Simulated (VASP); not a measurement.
# Ba (Im-3m) in VASP: further runs

Ba is run at these levels: PBE; tasks: single point.

Program: VASP 6.6.1. These are calculated values, not measurements. Logs are shortened: lines on timing, memory, paths and dates and some standing lists are left out, and cuts for length are marked.

## 1. The cell of the first run

It takes space group Im-3m (No. 229, cubic). The conventional cell has a = 5.025 Å, b = 5.025 Å, c = 5.025 Å, α = 90.00°, β = 90.00°, γ = 90.00°. Within 5.7 Å of Ba (site symmetry m-3m) lie 14 Ba at 4.35 to 5.02 Å.

## 2. Single point, PBE

File INCAR:

```
SYSTEM = Ba
  ALGO = Normal
  EDIFF = 1E-6
  ENCUT = 520
  GGA = PE
  ISIF = 2
  ISMEAR = 1
  LASPH = .TRUE.
  LCHARG = .FALSE.
  LREAL = .FALSE.
  LWAVE = .FALSE.
  NBANDS = 11
  NELM = 80
  PREC = Accurate
  SIGMA = 0.2
```

File KPOINTS:

```
k-points
0
G
  9 9 9
  0 0 0
```

File POSCAR:

```
Ba
1.0
   -2.5124914082      2.5124914082      2.5124914082
    2.5124914082     -2.5124914082      2.5124914082
    2.5124914082      2.5124914082     -2.5124914082
Ba
1
Direct
    0.0000000000      0.0000000000      0.0000000000
```

Potentials or basis: VASP PAW PBE potentials, release 64 (Ba_sv).

On the command line:

```
cat potpaw_PBE.64/Ba_sv/POTCAR > POTCAR
mpirun -np 1 vasp_std > vasp.out
```

OUTCAR:

```text
SYSTEM = Ba
   EDIFF = 1E-6
   ENCUT = 520
   GGA = PE
   ISIF = 2
   ISMEAR = 1
   LASPH = .TRUE.
   LREAL = .FALSE.
   NELM = 80
   PREC = Accurate

 ion  position               nearest neighbor table
   1  0.000  0.000  0.000-

  LATTYP: Found a body centered cubic cell.
 ALAT       =     5.0249828164

  Lattice vectors:

 A1 = (  -2.5124914082,   2.5124914082,   2.5124914082)
 A2 = (   2.5124914082,  -2.5124914082,   2.5124914082)
 A3 = (   2.5124914082,   2.5124914082,  -2.5124914082)

Analysis of symmetry for initial positions (statically):
=====================================================================
 Subroutine PRICEL returns:
 Original cell was already a primitive cell.

 Routine SETGRP: Setting up the symmetry group for a
 body centered cubic supercell.

 Subroutine GETGRP returns: Found 48 space group operations
 (whereof 48 operations were pure point group operations)
 out of a pool of 48 trial point group operations.

The static configuration has the point symmetry O_h .

Analysis of symmetry for dynamics (positions and initial velocities):
=====================================================================
 Subroutine PRICEL returns:
 Original cell was already a primitive cell.

 Routine SETGRP: Setting up the symmetry group for a
 body centered cubic supercell.

 Subroutine GETGRP returns: Found 48 space group operations
 (whereof 48 operations were pure point group operations)
 out of a pool of 48 trial point group operations.

The dynamic configuration has the point symmetry O_h .

 Subroutine INISYM returns: Found 48 space group operations
 (whereof 48 operations are pure point group operations),
 and found     1 'primitive' translations

----------------------------------------------------------------------------------------

                                     Primitive cell

  volume of cell :      63.4415

  direct lattice vectors                    reciprocal lattice vectors
    -2.512491408  2.512491408  2.512491408     0.000000000  0.199005656  0.199005656
     2.512491408 -2.512491408  2.512491408     0.199005656  0.000000000  0.199005656
     2.512491408  2.512491408 -2.512491408     0.199005656  0.199005656  0.000000000

  length of vectors
     4.351762773  4.351762773  4.351762773     0.281436497  0.281436497  0.281436497

  position of ions in fractional coordinates (direct lattice)
     0.000000000  0.000000000  0.000000000

  ion indices of the primitive-cell ions
   primitive index   ion index
                 1           1

----------------------------------------------------------------------------------------

 KPOINTS: k-points

Automatic generation of k-mesh.
 Grid dimensions read from file:
 generate k-points for:    9    9    9

 Generating k-lattice:

  Cartesian coordinates                     Fractional coordinates (reciprocal lattice)
     0.000000000  0.022111740  0.022111740     0.111111111  0.000000000  0.000000000
     0.022111740  0.000000000  0.022111740     0.000000000  0.111111111  0.000000000
     0.022111740  0.022111740  0.000000000     0.000000000  0.000000000  0.111111111

  Length of vectors
     0.031270722  0.031270722  0.031270722

  Shift w.r.t. Gamma in fractional coordinates (k-lattice)
     0.000000000  0.000000000  0.000000000

 Subroutine IBZKPT returns following result:
 ===========================================

 Found     35 irreducible k-points:

 Following reciprocal coordinates:
            Coordinates               Weight
  0.000000  0.000000  0.000000      1.000000
  0.111111  0.000000  0.000000     12.000000
  0.222222  0.000000  0.000000     12.000000
  0.333333  0.000000  0.000000     12.000000
  0.444444  0.000000  0.000000     12.000000
  0.111111  0.111111  0.000000     24.000000
[... 16 lines left out ...]
 -0.333333  0.444444  0.111111     48.000000
 -0.444444 -0.444444  0.111111     24.000000
 [... further k-points ...]
   k-points           NKPTS =     35   k-points in BZ     NKDIM =     35   number of bands    NBANDS=     11
   number of dos      NEDOS =    301   number of ions     NIONS =      1
   total plane-waves  NPLWV =  32768
   dimension x,y,z NGX =    32 NGY =   32 NGZ =   32
   dimension x,y,z NGXF=    64 NGYF=   64 NGZF=   64
   ions per type =               1
   NGX,Y,Z   is equivalent  to a cutoff of  12.22, 12.22, 12.22 a.u.
   NGXF,Y,Z  is equivalent  to a cutoff of  24.45, 24.45, 24.45 a.u.
 SYSTEM =  Ba
   PREC   = accura    normal or accurate (medium, high low for compatibility)
   ISTART =      0    job   : 0-new  1-cont  2-samecut
   ICHARG =      2    charge: 1-file 2-atom 10-const
   ISPIN  =      1    spin polarized calculation?
   LNONCOLLINEAR =      F non collinear calculations
   LSORBIT =      F    spin-orbit coupling
   LASPH  =      T    aspherical Exc in radial PAW
   ENCUT  =  520.0 eV  38.22 Ry    6.18 a.u.   8.09  8.09  8.09*2*pi/ulx,y,z
   NELM   =     80;   NELMIN=  2; NELMDL= -5     # of ELM steps
   EDIFF  = 0.1E-05   stopping-criterion for ELM
   LREAL  =      F    real-space projection
   EDIFFG = 0.1E-04   stopping-criterion for IOM
   NSW    =      0    number of steps for IOM
   IBRION =     -1    ionic relax: 0-MD 1-quasi-New 2-CG
   NFREE  =      0    steps in history (QN), initial steepest desc. (CG)
   ISIF   =      2    stress and relaxation
   ISYM   =      2    0-nonsym 1-usesym 2-fastsym
   POTIM  = 0.5000    time-step for ionic-motion
   TEBEG  =    0.0;   TEEND  =   0.0 temperature during run
   PSTRESS=    0.0 pullay stress
   NELECT =      10.0000    total number of electrons
   NUPDOWN=      -1.0000    fix difference up-down
   EMIN   =  10.00;   EMAX   =-10.00  energy-range for DOS
   EFERMI =   0.00;   METHOD = LEGACY
   ISMEAR =     1;   SIGMA  =   0.20  broadening in eV -4-tet -1-fermi 0-gaus
   EFERMI_NEDOS =   21; number of points for ismear=-14 and -15
   IALGO  =     38    algorithm
   IMIX   =      4    mixing-type and parameters
     AMIX     =   0.40;   BMIX     =  1.00
     AMIX_MAG =   1.60;   BMIX_MAG =  1.00
  volume/ion in A,a.u.               =      63.44       428.12
  Fermi-wavevector in a.u.,A,eV,Ry     =   0.884335  1.671151 10.640419  0.782049
  Thomas-Fermi vector in A             =   2.005222
   LORBIT       =      0    0 simple, 1 ext, 2 COOP (PROOUT), +10 PAW based schemes
   GGA     = PE    functional components
   LHFCALC =     F    Hartree Fock is set to
   AEXX    =    0.0000 exact exchange contribution
   IVDW    =     0    specifies the selected vdW correction
   LEPSILON=     F    determine dielectric tensor
   LRPA    =     F    only Hartree local field effects (RPA)
 non-spin polarized calculation
 Methfessel and Paxton  Order N= 1 SIGMA  =   0.20
  energy-cutoff  :      520.00
  volume of cell :       63.44
 maximum number of plane-waves:      1730
   NGX = 17   NGY = 17   NGZ = 17

 number of electron      10.0000000 magnetization

 Free energy of the ion-electron system (eV)
  ---------------------------------------------------
  ext. energy  EPLUGINS =         0.00000000
  ---------------------------------------------------
  free energy    TOTEN  =        -1.90720636 eV

  energy without entropy =       -1.90836790  energy(sigma->0) =       -1.90759354

 E-fermi :   1.6247     XC(G=0):  -7.3870

 val. band max:        1.5195072582   @ k =  -0.4444  -0.4444   0.2222
 cond. band min:       1.6698861428   @ k =  -0.3333   0.3333   0.3333
 fundamental gap:      0.1503788846
 Fermi energy:         1.6247261184

 k-point     1 :       0.0000    0.0000    0.0000
  band No.  band energies     occupation
      1     -27.2745      2.00000
      2     -12.2277      2.00000
      3     -12.2277      2.00000
      4     -12.2277      2.00000
      5      -1.1240      2.00000
      6       3.4455     -0.00000
      7       3.4455     -0.00000
      8       3.4455     -0.00000
      9       4.8372     -0.00000
     10       4.8372     -0.00000
     11       8.5378      0.00000

 k-point     2 :       0.1111    0.0000    0.0000
  band No.  band energies     occupation
      1     -27.2697      2.00000
      2     -12.2839      2.00000
      3     -12.2451      2.00000
      4     -12.2281      2.00000
      5      -0.8974      2.00000
      6       3.2648     -0.00000
      7       3.3317     -0.00000
      8       3.6782     -0.00000
      9       4.5868     -0.00000
     10       4.8259     -0.00000
     11       8.7841      0.00000

 k-point     3 :       0.2222    0.0000    0.0000
  band No.  band energies     occupation
      1     -27.2573      2.00000
      2     -12.4216      2.00000
      3     -12.2885      2.00000
      4     -12.2289      2.00000
      5      -0.2995      2.00000
      6       2.8845     -0.00000
      7       2.8942     -0.00000
      8       4.3553     -0.00000
      9       4.5458     -0.00000
     10       4.8652     -0.00000
     11       8.9739      0.00000

 k-point     4 :       0.3333    0.0000    0.0000
  band No.  band energies     occupation
      1     -27.2431      2.00000
      2     -12.5708      2.00000
      3     -12.3370      2.00000
      4     -12.2300      2.00000
      5       0.3819      2.00000
      6       2.5363     -0.00000
      7       2.5821     -0.00000
      8       4.7719     -0.00000
      9       5.0503     -0.00000
     10       5.4018     -0.00000
     11       8.1667      0.00000
[... 239 lines left out ...]
 k-point    22 :      -0.4444    0.4444    0.1111
  band No.  band energies     occupation
      1     -27.2301      2.00000
      2     -12.6494      2.00000
      3     -12.3882      2.00000
      4     -12.2690      2.00000
      5       0.9139      2.00001
      6       2.4865     -0.00000
      7       2.5668     -0.00000
      8       4.1948     -0.00000
      9       5.5281     -0.00000
     10       6.4781      0.00000
     11       7.9495      0.00000

 k-point    23 :      -0.3333    0.4444    0.1111
  band No.  band energies     occupation
      1     -27.2293      2.00000
      2     -12.5974      2.00000
      3     -12.4176      2.00000
      4     -12.2997      2.00000
      5       1.1057      2.00150
      6       2.1241     -0.00235
      7       2.7770     -0.00000
      8       4.1019     -0.00000
      9       5.2010     -0.00000
     10       6.1779      0.00000
     11       8.0276      0.00000

 k-point    24 :      -0.4444   -0.4444    0.1111
  band No.  band energies     occupation
      1     -27.2250      2.00000
      2     -12.6309      2.00000
      3     -12.4408      2.00000
      4     -12.2994      2.00000
      5       1.2660      2.02934
      6       2.2334     -0.00015
      7       2.5690     -0.00000
      8       4.0757     -0.00000
      9       5.5698     -0.00000
     10       7.0151      0.00000
     11       7.3983      0.00000

 [... further k-points ...]

------------------------ aborting loop because EDIFF is reached ----------------------------------------

  FORCE on cell =-STRESS in cart. coord.  units (eV):
  Direction    XX          YY          ZZ          XY          YZ          ZX
  --------------------------------------------------------------------------------------
  -------------------------------------------------------------------------------------
  Total        0.0142531      0.0142531      0.0142531      0.0000000      0.0000000     -0.0000000
  in kB        0.3599525      0.3599525      0.3599525      0.0000000      0.0000000     -0.0000000
  external PRESSURE =       0.3599525 kB  Pullay stress =       0.0000000 kB

 VOLUME and BASIS-vectors are now :
 -----------------------------------------------------------------------------
  energy-cutoff  :      520.00
  volume of cell :       63.44
      direct lattice vectors                 reciprocal lattice vectors
    -2.512491408  2.512491408  2.512491408     0.000000000  0.199005656  0.199005656
     2.512491408 -2.512491408  2.512491408     0.199005656  0.000000000  0.199005656
     2.512491408  2.512491408 -2.512491408     0.199005656  0.199005656  0.000000000

 POSITION                                       TOTAL-FORCE (eV/Angst)
 -----------------------------------------------------------------------------------
      0.00000      0.00000      0.00000         0.000000     -0.000000      0.000000
 -----------------------------------------------------------------------------------
    total drift:                                0.000000      0.000000     -0.000000

  FREE ENERGIE OF THE ION-ELECTRON SYSTEM (eV)
  ---------------------------------------------------
  free  energy   TOTEN  =        -1.9072063552 eV

  energy  without entropy=       -1.9083679048  energy(sigma->0) =       -1.90759354
```

Run time: 27 s. Hardware: 1 thread of AMD EPYC 7R13, shared host; peak memory 0.15 GiB.

What came out:

* Free energy: -1.9072 eV
* Pressure: 0.0 GPa
* Band gap on the k mesh: zero (bands 5 and 6 overlap by 0.91 eV)

Levels at points of the mesh, in eV from the Fermi level:
| k point | band 2 | band 3 | band 4 | band 5 | band 6 | band 7 | band 8 | band 9 |
| --- | --- | --- | --- | --- | --- | --- | --- | --- |
| (0.00, 0.00, 0.00) | -13.85 | -13.85 | -13.85 | -2.75 | 1.82 | 1.82 | 1.82 | 3.21 |

Caveat: spin-orbit coupling is left out, which moves the levels of the heavy elements.

(Continued in part 2 of 2.)

The gap in the log of VASP goes by the Fermi energy; the results here count the filled bands.